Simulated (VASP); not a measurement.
Here is a VASP 6.6.1 calculation.

File INCAR:

```
SYSTEM = K8MgZn7F24
PREC = Accurate ; ENCUT = 520
EDIFF = 1E-7 ; ISMEAR = -1
SIGMA = 0.05 ; LREAL = Auto
LASPH = .TRUE. ; NELM = 80
ALGO = Normal ; ISIF = 2
LWAVE = .FALSE. ; LCHARG = .FALSE.
GGA = PS ; NBANDS = 189
ISYM = 0
```

File KPOINTS:

```
Automatic mesh
0
Gamma
  1 1 1
  0.25 0.25 0.25
```

POSCAR

```
K8MgZn7F24
1.0
    8.0901297822      0.0000000000      0.0000000000
    0.0000000000      8.0901297822      0.0000000000
    0.0000000000      0.0000000000      8.0901297822
K Zn Mg F
8 7 1 24
Direct
    0.0003920000      0.0005570000      0.9998990000
    0.0001350000      0.0004460000      0.4999040000
    0.0006730000      0.5001640000      0.9998460000
    0.0004560000      0.5001790000      0.5000660000
    0.5007990000      0.0006110000      0.9999550000
    0.5008680000      0.0002530000      0.4999240000
    0.5003400000      0.5002620000      0.9997280000
    0.5006060000      0.5003690000      0.5000700000
    0.2505000000      0.2503310000      0.2499370000
    0.2504900000      0.2502960000      0.7498980000
    0.2505360000      0.7503520000      0.7499120000
    0.7504910000      0.2504130000      0.2499600000
    0.7504830000      0.2503600000      0.7499790000
    0.7505320000      0.7503180000      0.2498910000
    0.7505960000      0.7502860000      0.7499560000
    0.2505710000      0.7503980000      0.2499120000
    0.2506950000      0.2495840000      0.0001550000
    0.2499480000      0.2510340000      0.4997690000
    0.2501820000      0.7510200000      0.0027170000
    0.2508570000      0.7496340000      0.4971630000
    0.7499600000      0.2510110000      0.9999990000
    0.7506650000      0.2495470000      0.4999240000
    0.7510950000      0.7495790000      0.0001560000
    0.7502040000      0.7509350000      0.4998060000
    0.0006520000      0.2509150000      0.2495370000
    0.0005050000      0.2504060000      0.7502880000
    0.0032860000      0.7496220000      0.2503740000
    0.0007250000      0.7502500000      0.7496580000
    0.5002680000      0.2494670000      0.2502800000
    0.5004100000      0.2504470000      0.7495210000
    0.4977550000      0.7508940000      0.2495990000
    0.5003690000      0.7502860000      0.7504370000
    0.2498360000      0.9975490000      0.2506630000
    0.2505040000      0.0001470000      0.7493520000
    0.2511650000      0.5031020000      0.2493530000
    0.2505500000      0.5005200000      0.7508120000
    0.7511030000      0.0001600000      0.2492980000
    0.7505790000      0.0002550000      0.7507020000
    0.7497170000      0.5004990000      0.2507370000
    0.7506290000      0.5003720000      0.7492700000
```

Potentials or basis: VASP PAW PBE potentials, release 64 (K_sv, Zn, Mg, F).

Run with:

```bash
$ cat potpaw_PBE.64/K_sv/POTCAR potpaw_PBE.64/Zn/POTCAR potpaw_PBE.64/Mg/POTCAR potpaw_PBE.64/F/POTCAR > POTCAR
$ mpirun -np 1 vasp_std > vasp.out
```

(1) Estimate the largest force.

(2) Estimate the pressure.

(3) Predict the band gap on the k mesh.

## Answers

(1) 0.077 eV/Å.

(2) 0.3 GPa.

(3) 4.97 eV.

Caveat: the PAW data sets were made with another functional, which shifts forces and pressure a little; a shifted mesh leaves out Γ, where band edges can lie.
